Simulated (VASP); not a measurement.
# C (P6_3/mmc) in VASP: notebook

The runs below take C through single point, with PBEsol.

All numbers are computed with VASP 6.6.1; they aren't measurements. Logs are shortened: lines on timing, memory, paths and dates and some standing lists are left out, and cuts for length are marked.

## (1) The cell of the first run

It takes space group P6_3/mmc (No. 194, hexagonal). The conventional cell has a = 2.459 Å, b = 2.459 Å, c = 7.238 Å, α = 90.00°, β = 90.00°, γ = 120.00°. C (site symmetry -6m2) has 3 C at 1.42 Å within 1.9 Å. Within 1.9 Å of C (site symmetry -6m2) lie 3 C at 1.42 Å.

## (2) Single point, PBEsol

The input, INCAR:

```
  ALGO = Normal
  EDIFF = 1E-6
  ENCUT = 520
  GGA = PS
  ISIF = 2
  ISMEAR = 0
  LASPH = True
  LCHARG = False
  LREAL = False
  LWAVE = False
  NBANDS = 16
  NELM = 60
  PREC = Accurate
  SIGMA = 0.1
```

The input, KPOINTS:

```
k-points
0
Gamma
  18 18 6
```

The input, POSCAR:

```
C
1.0
    2.4589068862      0.0000000000      0.0000000000
   -1.2294534431      2.1294758290      0.0000000000
    0.0000000000      0.0000000000      7.2378853553
C
4
Direct
    0.0000000000      0.0000000000      0.0025001182
    0.0000000000      0.0000000000      0.5025001182
    0.3333333333      0.6666666667      0.0024998818
    0.6666666667      0.3333333333      0.5024998818
```

Potentials or basis: VASP PAW PBE potentials, release 64 (C).

Launch:

```console
cat potpaw_PBE.64/C/POTCAR > POTCAR
mpirun -np 1 vasp_std > vasp.out
```

OUTCAR:

```text
EDIFF = 1E-6
   ENCUT = 520
   GGA = PS
   ISIF = 2
   ISMEAR = 0
   LASPH = True
   LREAL = False
   NELM = 60
   PREC = Accurate

 ion  position               nearest neighbor table
   1  0.000  0.000  0.003-   3 1.42   3 1.42   3 1.42
   2  0.000  0.000  0.503-   4 1.42   4 1.42   4 1.42
   3  0.333  0.667  0.002-   1 1.42   1 1.42   1 1.42
   4  0.667  0.333  0.502-   2 1.42   2 1.42   2 1.42

  LATTYP: Found a hexagonal cell.
 ALAT       =     2.4589068862
 C/A-ratio  =     2.9435377956

  Lattice vectors:

 A1 = (   2.4589068862,   0.0000000000,   0.0000000000)
 A2 = (  -1.2294534431,   2.1294758290,   0.0000000000)
 A3 = (   0.0000000000,   0.0000000000,   7.2378853553)

Analysis of symmetry for initial positions (statically):
=====================================================================
 Subroutine PRICEL returns:
 Original cell was already a primitive cell.

 Routine SETGRP: Setting up the symmetry group for a
 hexagonal supercell.

 Subroutine GETGRP returns: Found 24 space group operations
 (whereof  6 operations were pure point group operations)
 out of a pool of 24 trial point group operations.

The static configuration has the point symmetry C_3v.
 The point group associated with its full space group is D_6h.

Analysis of symmetry for dynamics (positions and initial velocities):
=====================================================================
 Subroutine PRICEL returns:
 Original cell was already a primitive cell.

 Routine SETGRP: Setting up the symmetry group for a
 hexagonal supercell.

 Subroutine GETGRP returns: Found 24 space group operations
 (whereof  6 operations were pure point group operations)
 out of a pool of 24 trial point group operations.

The dynamic configuration has the point symmetry C_3v.
 The point group associated with its full space group is D_6h.

 Subroutine INISYM returns: Found 24 space group operations
 (whereof  6 operations are pure point group operations),
 and found     1 'primitive' translations

----------------------------------------------------------------------------------------

                                     Primitive cell

  volume of cell :      37.8989

  direct lattice vectors                    reciprocal lattice vectors
     2.458906886  0.000000000  0.000000000     0.406684778  0.234799566  0.000000000
    -1.229453443  2.129475829  0.000000000     0.000000000  0.469599132  0.000000000
     0.000000000  0.000000000  7.237885355     0.000000000  0.000000000  0.138161901

  length of vectors
     2.458906886  2.458906886  7.237885355     0.469599132  0.469599132  0.138161901

  position of ions in fractional coordinates (direct lattice)
     0.000000000  0.000000000  0.002500118
     0.000000000  0.000000000  0.502500118
     0.333333333  0.666666667  0.002499882
     0.666666667  0.333333333  0.502499882

  ion indices of the primitive-cell ions
   primitive index   ion index
                 1           1
                 2           2
                 3           3
                 4           4

----------------------------------------------------------------------------------------

 KPOINTS: k-points

Automatic generation of k-mesh.
 Grid dimensions read from file:
 generate k-points for:   18   18    6

 Generating k-lattice:

  Cartesian coordinates                     Fractional coordinates (reciprocal lattice)
     0.022593599  0.013044420  0.000000000     0.055555556  0.000000000  0.000000000
     0.000000000  0.026088841  0.000000000     0.000000000  0.055555556  0.000000000
     0.000000000  0.000000000  0.023026984     0.000000000  0.000000000  0.166666667

  Length of vectors
     0.026088841  0.026088841  0.023026984

  Shift w.r.t. Gamma in fractional coordinates (k-lattice)
     0.000000000  0.000000000  0.000000000

 Subroutine IBZKPT returns following result:
 ===========================================

 Found    148 irreducible k-points:

 Following reciprocal coordinates:
            Coordinates               Weight
  0.000000  0.000000  0.000000      1.000000
  0.055556  0.000000  0.000000      6.000000
  0.111111  0.000000  0.000000      6.000000
  0.166667  0.000000  0.000000      6.000000
  0.222222  0.000000  0.000000      6.000000
  0.277778  0.000000  0.000000      6.000000
[... 16 lines left out ...]
  0.333333  0.111111  0.000000     12.000000
  0.388889  0.111111  0.000000     12.000000
 [... further k-points ...]
   k-points           NKPTS =    148   k-points in BZ     NKDIM =    148   number of bands    NBANDS=     16
   number of dos      NEDOS =    301   number of ions     NIONS =      4
   total plane-waves  NPLWV =  17496
   dimension x,y,z NGX =    18 NGY =   18 NGZ =   54
   dimension x,y,z NGXF=    36 NGYF=   36 NGZF=  108
   ions per type =               4
   NGX,Y,Z   is equivalent  to a cutoff of  12.17, 12.17, 12.40 a.u.
   NGXF,Y,Z  is equivalent  to a cutoff of  24.34, 24.34, 24.81 a.u.
 SYSTEM =  unknown system
   PREC   = accura    normal or accurate (medium, high low for compatibility)
   ISTART =      0    job   : 0-new  1-cont  2-samecut
   ICHARG =      2    charge: 1-file 2-atom 10-const
   ISPIN  =      1    spin polarized calculation?
   LNONCOLLINEAR =      F non collinear calculations
   LSORBIT =      F    spin-orbit coupling
   LASPH  =      T    aspherical Exc in radial PAW
   ENCUT  =  520.0 eV  38.22 Ry    6.18 a.u.   4.57  4.57 13.46*2*pi/ulx,y,z
   NELM   =     60;   NELMIN=  2; NELMDL= -5     # of ELM steps
   EDIFF  = 0.1E-05   stopping-criterion for ELM
   LREAL  =      F    real-space projection
   EDIFFG = 0.1E-04   stopping-criterion for IOM
   NSW    =      0    number of steps for IOM
   IBRION =     -1    ionic relax: 0-MD 1-quasi-New 2-CG
   NFREE  =      0    steps in history (QN), initial steepest desc. (CG)
   ISIF   =      2    stress and relaxation
   ISYM   =      2    0-nonsym 1-usesym 2-fastsym
   POTIM  = 0.5000    time-step for ionic-motion
   TEBEG  =    0.0;   TEEND  =   0.0 temperature during run
   PSTRESS=    0.0 pullay stress
   NELECT =      16.0000    total number of electrons
   NUPDOWN=      -1.0000    fix difference up-down
   EMIN   =  10.00;   EMAX   =-10.00  energy-range for DOS
   EFERMI =   0.00;   METHOD = LEGACY
   ISMEAR =     0;   SIGMA  =   0.10  broadening in eV -4-tet -1-fermi 0-gaus
   EFERMI_NEDOS =   21; number of points for ismear=-14 and -15
   IALGO  =     38    algorithm
   IMIX   =      4    mixing-type and parameters
     AMIX     =   0.40;   BMIX     =  1.00
     AMIX_MAG =   1.60;   BMIX_MAG =  1.00
  volume/ion in A,a.u.               =       9.47        63.94
  Fermi-wavevector in a.u.,A,eV,Ry     =   1.228116  2.320802 20.521238  1.508268
  Thomas-Fermi vector in A             =   2.363054
   LORBIT       =      0    0 simple, 1 ext, 2 COOP (PROOUT), +10 PAW based schemes
   GGA     = PS    functional components
   LHFCALC =     F    Hartree Fock is set to
   AEXX    =    0.0000 exact exchange contribution
   IVDW    =     0    specifies the selected vdW correction
   LEPSILON=     F    determine dielectric tensor
   LRPA    =     F    only Hartree local field effects (RPA)
 non-spin polarized calculation
 Gauss-broadening in eV      SIGMA  =   0.10
  energy-cutoff  :      520.00
  volume of cell :       37.90
 maximum number of plane-waves:      1046
   NGX =  9   NGY =  9   NGZ = 27

 number of electron      15.9999996 magnetization

 Free energy of the ion-electron system (eV)
  ---------------------------------------------------
  ext. energy  EPLUGINS =         0.00000000
  ---------------------------------------------------
  free energy    TOTEN  =       -38.57940227 eV

  energy without entropy =      -38.57858913  energy(sigma->0) =      -38.57899570

 E-fermi :   4.0044     XC(G=0): -10.0260

 val. band max:        4.0022387148   @ k =   0.3333   0.3333   0.5000
 cond. band min:       4.0083132329   @ k =   0.3333   0.3333   0.3333
 fundamental gap:      0.0060745181
 Fermi energy:         4.0044276238

 k-point     1 :       0.0000    0.0000    0.0000
  band No.  band energies     occupation
      1     -15.6130      2.00000
      2     -15.4457      2.00000
      3      -4.3316      2.00000
      4      -2.9864      2.00000
      5       1.0170      2.00000
      6       1.0170      2.00000
[... 8 lines left out ...]
     15      15.5184      0.00000
     16      15.6326      0.00000

 k-point     2 :       0.0556    0.0000    0.0000
  band No.  band energies     occupation
      1     -15.5392      2.00000
      2     -15.3727      2.00000
      3      -4.2418      2.00000
      4      -2.9008      2.00000
      5       0.7166      2.00000
      6       0.7285      2.00000
[... 8 lines left out ...]
     15      15.2552      0.00000
     16      15.3810      0.00000

 k-point     3 :       0.1111    0.0000    0.0000
  band No.  band energies     occupation
      1     -15.3181      2.00000
      2     -15.1543      2.00000
      3      -3.9731      2.00000
      4      -2.6450      2.00000
      5      -0.1079      2.00000
      6      -0.0875      2.00000
[... 8 lines left out ...]
     15      14.5022      0.00000
     16      14.6664      0.00000

 k-point     4 :       0.1667    0.0000    0.0000
  band No.  band energies     occupation
      1     -14.9510      2.00000
      2     -14.7913      2.00000
      3      -3.5284      2.00000
      4      -2.2228      2.00000
      5      -1.2924      2.00000
      6      -1.2609      2.00000
[... 8 lines left out ...]
     15      14.9190      0.00000
     16      14.9435      0.00000
[... 324 lines left out ...]
 k-point    22 :       0.2778    0.1111    0.0000
  band No.  band energies     occupation
      1     -12.7855      2.00000
      2     -12.6492      2.00000
      3      -5.5412      2.00000
      4      -5.4767      2.00000
      5      -2.6512      2.00000
      6      -2.6172      2.00000
[... 8 lines left out ...]
     15      17.6900      0.00000
     16      18.4765      0.00000

 k-point    23 :       0.3333    0.1111    0.0000
  band No.  band energies     occupation
      1     -11.8737      2.00000
      2     -11.7473      2.00000
      3      -6.9324      2.00000
      4      -6.8547      2.00000
      5      -3.0244      2.00000
      6      -2.9878      2.00000
[... 8 lines left out ...]
     15      17.6488      0.00000
     16      18.4282      0.00000

 k-point    24 :       0.3889    0.1111    0.0000
  band No.  band energies     occupation
      1     -10.8624      2.00000
      2     -10.7499      2.00000
      3      -8.2420      2.00000
      4      -8.1556      2.00000
      5      -3.2506      2.00000
      6      -3.2127      2.00000
[... 8 lines left out ...]
     15      16.5108      0.00000
     16      17.7450      0.00000

 [... further k-points ...]
[... 5 lines left out ...]
  --------------------------------------------------------------------------------------
  -------------------------------------------------------------------------------------
  Total        0.2281497      0.2281497     -0.0113993      0.0000000     -0.0000000      0.0000000
  in kB        9.6450387      9.6450387     -0.4819048      0.0000000     -0.0000000      0.0000000
  external PRESSURE =       6.2693909 kB  Pullay stress =       0.0000000 kB

 VOLUME and BASIS-vectors are now :
 -----------------------------------------------------------------------------
  energy-cutoff  :      520.00
  volume of cell :       37.90
      direct lattice vectors                 reciprocal lattice vectors
     2.458906886  0.000000000  0.000000000     0.406684778  0.234799566  0.000000000
    -1.229453443  2.129475829  0.000000000     0.000000000  0.469599132  0.000000000
     0.000000000  0.000000000  7.237885355     0.000000000  0.000000000  0.138161901

 POSITION                                       TOTAL-FORCE (eV/Angst)
 -----------------------------------------------------------------------------------
      0.00000      0.00000      0.01810        -0.000000      0.000000     -0.000000
      0.00000      0.00000      3.63704         0.000000      0.000000     -0.000000
     -0.00000      1.41965      0.01809        -0.000000      0.000000      0.000000
      1.22945      0.70983      3.63704        -0.000000     -0.000000      0.000000
 -----------------------------------------------------------------------------------
    total drift:                               -0.000000     -0.000000      0.002037

  FREE ENERGIE OF THE ION-ELECTRON SYSTEM (eV)
  ---------------------------------------------------
  free  energy   TOTEN  =       -38.5794022657 eV

  energy  without entropy=      -38.5785891266  energy(sigma->0) =      -38.57899570
```

Wall time 50 s (1 thread of Intel Xeon Platinum 8375C at 2.90GHz (Ice Lake), shared host); peak memory 0.18 GiB.

Results:

| Item | Value |
| --- | --- |
| Free energy | -38.5794 eV |
| Pressure | 0.6 GPa |
| Band gap on the k mesh | zero (band 8 reaches 4.01 eV, above the bottom of band 9 at 4.00 eV) |

Levels at points of the mesh, in eV from the Fermi level:
```
           k point  band 6  band 7  band 8  band 9  band 10  band 11
(0.00, 0.00, 0.00)   -2.99   -2.98   -2.98    3.53     8.35     8.35
(0.50, 0.00, 0.00)   -6.39   -2.63   -2.18    1.47     1.99     7.33
(0.00, 0.00, 0.50)   -2.98   -2.98   -2.98    5.64     5.64     8.36
(0.50, 0.00, 0.50)   -6.41   -2.38   -2.38    1.63     1.63     7.44
```

Caveat: the PAW data sets were made with another functional, which shifts forces and pressure a little; this functional lacks dispersion, which binds the layers, so the pressure and a relaxed spacing across them are unreliable.

## (3) Single point, PBEsol

This run uses another cell than the first one, of 9.53 Å³/atom, 1.005 times its volume.

The input, INCAR:

```
  ALGO = Normal
  EDIFF = 1E-6
  ENCUT = 520
  GGA = PS
  ISIF = 2
  ISMEAR = -1
  LASPH = True
  LCHARG = True
  LELF = True
  LREAL = False
  LVHAR = True
  LWAVE = False
  NBANDS = 16
  NELM = 60
  PREC = Accurate
  SIGMA = 0.15
```

KPOINTS is that of step 2.

The input, POSCAR:

```
C
1.0
    2.4589154306      0.0000000000      0.0000000000
   -1.2294577153      2.1294832287      0.0000000000
    0.0000000000      0.0000000000      7.2765550331
C
4
Direct
    0.0000000000      0.0000000000      0.0025000000
    0.0000000000      0.0000000000      0.5025000000
    0.3333333333      0.6666666667      0.0025000000
    0.6666666667      0.3333333333      0.5025000000
```

Potentials or basis: VASP PAW PBE potentials, release 64 (C).

Launch:

```console
cat potpaw_PBE.64/C/POTCAR > POTCAR
mpirun -np 1 vasp_std > vasp.out
```

Wall time 51 s (1 thread of Intel Xeon Platinum 8375C at 2.90GHz (Ice Lake), shared host); peak memory 0.18 GiB.

Results (log left out):

| Property | Result |
| --- | --- |
| Free energy | -38.5822 eV |
| Pressure | 0.6 GPa |
| Band gap on the k mesh | zero (band 8 reaches 3.97 eV, above the bottom of band 9 at 3.96 eV) |

Stress tensor (GPa, compression positive):
```
 0.96  0.00  0.00
 0.00  0.96  0.00
 0.00  0.00 -0.08
```

Levels at points of the mesh, in eV from the Fermi level:
| k point | band 5 | band 6 | band 7 | band 8 | band 9 | band 10 | band 11 | band 12 |
| --- | --- | --- | --- | --- | --- | --- | --- | --- |
| (0.00, 0.00, 0.00) | -2.99 | -2.99 | -2.98 | -2.98 | 3.49 | 8.34 | 8.34 | 8.37 |
| (0.50, 0.00, 0.00) | -6.42 | -6.40 | -2.63 | -2.19 | 1.47 | 1.98 | 7.33 | 7.55 |
| (0.00, 0.00, 0.50) | -2.99 | -2.99 | -2.99 | -2.99 | 5.57 | 5.57 | 8.35 | 8.35 |
| (0.50, 0.00, 0.50) | -6.41 | -6.41 | -2.38 | -2.38 | 1.63 | 1.63 | 7.44 | 7.44 |

Caveat: the PAW data sets were made with another functional, which shifts forces and pressure a little; this functional lacks dispersion, which binds the layers, so the pressure and a relaxed spacing across them are unreliable.

(Continued in part 2 of 2.)
